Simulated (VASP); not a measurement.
A run of VASP 6.6.1 is set up as follows.

The input INCAR:

```
SYSTEM = Si2Mo
PREC     = Accurate       ! precision mode
ENCUT    = 520            ! plane-wave cutoff, eV
EDIFF    = 1E-6           ! SCF threshold, eV
ISMEAR   = -1             ! smearing method
SIGMA    = 0.15           ! smearing width, eV
LREAL    = .FALSE.        ! projectors in reciprocal space
LASPH    = .TRUE.         ! aspherical terms in the spheres
NELM     = 80             ! most SCF steps
ALGO     = Normal         ! electronic algorithm
ISIF     = 2              ! what is computed and relaxed
LWAVE    = .FALSE.        ! write WAVECAR
LCHARG   = .FALSE.        ! write CHGCAR
GGA      = PE             ! functional
NBANDS   = 18             ! bands
```

The input KPOINTS:

```
Automatic mesh
0
G
  13 13 13
  0 0 0
```

POSCAR

```
Si2Mo
1.0
   -1.6105963353      1.6105963353      3.9565305599
    1.6105963353     -1.6105963353      3.9565305599
    1.6105963353      1.6105963353     -3.9565305599
Si Mo
2 1
Direct
    0.3330000000      0.3330000000      0.0000000000
    0.6670000000      0.6670000000      0.0000000000
    0.0000000000      0.0000000000      0.0000000000
```

Potentials or basis: VASP PAW PBE potentials, release 64 (Si, Mo_sv).

Launch:

```console
$ cat potpaw_PBE.64/Si/POTCAR potpaw_PBE.64/Mo_sv/POTCAR > POTCAR
$ mpirun -np 1 vasp_std > vasp.out
```

(1) What does it give for the largest force?

(2) What does it give for the pressure?

## Answers

(1) 0.288 eV/Å.

(2) -1.6 GPa.
